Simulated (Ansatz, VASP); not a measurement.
**TiTe2 in VASP and in Ansatz**

File INCAR:

```
ALGO     = Normal         # electronic algorithm
EDIFF    = 1E-6           # SCF threshold, eV
EDIFFG   = -0.002         # ionic threshold
ENCUT    = 600            # plane-wave cutoff, eV
GGA      = PE             # functional
IBRION   = 2              # ionic algorithm
ISIF     = 3              # what is computed and relaxed
ISMEAR   = 0              # smearing method
IVDW     = 12             # dispersion correction
LASPH    = True           # aspherical terms in the spheres
LCHARG   = False          # write CHGCAR
LREAL    = False          # projectors in reciprocal space
LWAVE    = False          # write WAVECAR
NELM     = 100            # most SCF steps
NSW      = 100            # ionic steps
PREC     = Accurate       # precision mode
SIGMA    = 0.1            # smearing width, eV
```

KPOINTS

```
k-points
0
Gamma
  18 18 10
```

File POSCAR:

```
TiTe2
1.0
    3.7770000000      0.0000000000      0.0000000000
   -1.8885000000      3.2709779501      0.0000000000
    0.0000000000      0.0000000000      6.4980000000
Ti Te
1 2
Direct
    0.0000000000      0.0000000000      0.0000000000
    0.6666666667      0.3333333333      0.2628000000
    0.3333333333      0.6666666667      0.7372000000
```

Input for Ansatz:

```yaml
crystal:
  lattice:
    - [3.777, 0.0, 0.0]
    - [-1.8885, 3.2709779501, 0.0]
    - [0.0, 0.0, 6.498]
  atoms:
    - { symbol: Ti, position: [0.0, 0.0, 0.0] }
    - { symbol: Te, position: [0.6666666667, 0.3333333333, 0.2628] }
    - { symbol: Te, position: [0.3333333333, 0.6666666667, 0.7372] }
basis:
  ecutwfc: 420
kpoints:
  mp_grid: { grid: [18, 18, 10] }
hamiltonian:
  xc: pbe
  dispersion: d3bj
scf:
  occupations: { method: gaussian, width: 0.1 }
output:
  forces: true
  stress: true
  eigenvalues: true
  write_density: true
  write_potential: true
  elf: true
  volumetric_format: npy
relax:
  adjacent_minimum: "off"
  f_tol: 0.002
  max_steps: 80
  cell: { stress_tol: 0.02 }
```

Alike in both runs: task relaxation of cell and atoms; functional PBE; dispersion D3(BJ); k mesh 18 × 18 × 10; occupations gaussian, width 0.1 eV; no spin polarisation.

|  | VASP | Ansatz |
| --- | --- | --- |
| version | VASP 6.6.1 | Ansatz 0.2.0 |
| potentials or method | VASP PAW PBE potentials, release 64 (Ti_sv, Te), cutoff 600 eV | scalar-relativistic, plane waves, PAW |
| valence electrons in the cell | 24 | 44 |

VASP gave:

- gap on the k mesh at the Fermi level, each at its own relaxed structure (eV): none
- relaxed volume (Å³/atom): 25.16
- relaxed cell length with the largest relative difference (Å): 6.381

What did Ansatz give for the same quantities?

gap on the k mesh at the Fermi level, each at its own relaxed structure (eV): none; relaxed volume (Å³/atom): 25.19; relaxed cell length with the largest relative difference (Å): 6.384.

A gap of «none» marks a metal or a gap that the smearing closes. VASP's potentials hold 24 valence electrons a cell and Ansatz's 44, so a difference there can come from the potentials and not from the codes.

Neither program's run includes spin-orbit coupling.
